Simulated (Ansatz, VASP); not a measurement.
## One calculation of Ge, two programs

```
Ge
1.0
     5.33911    0.00000    0.00000
    -2.66955    4.62380    0.00000
     0.00000    0.00000   24.46308
Ge
4
Cartesian
  2.6696 0.0000 7.2882
  -1.3348 2.3119 7.2882
  1.3348 2.3119 7.2882
  0.0000 0.0000 8.4669
```

Alike in both runs: functional PBE; k mesh 6 × 6 × 1; occupations gaussian, width 0.1 eV; no spin polarisation.

Ansatz relaxed the structure, and its values are those at the end. VASP's run is a single point on that final structure, the one shown.

|  | VASP | Ansatz |
| --- | --- | --- |
| version | VASP 6.6.1 | Ansatz 0.2.0 |
| potentials or method | VASP PAW PBE potentials, release 64 (Ge_d), cutoff 520 eV | scalar-relativistic, plane waves, PAW |
| valence electrons in the cell | 56 | 56 |

|  | VASP | Ansatz | Ansatz less VASP |
| --- | --- | --- | --- |
| gap on the k mesh at the Fermi level (eV) | none | none | - |
| rms of the force components (eV/Å) | 0.005 | 0.006 | +0.0012 |

A gap of «none» marks a metal or a gap that the smearing closes.
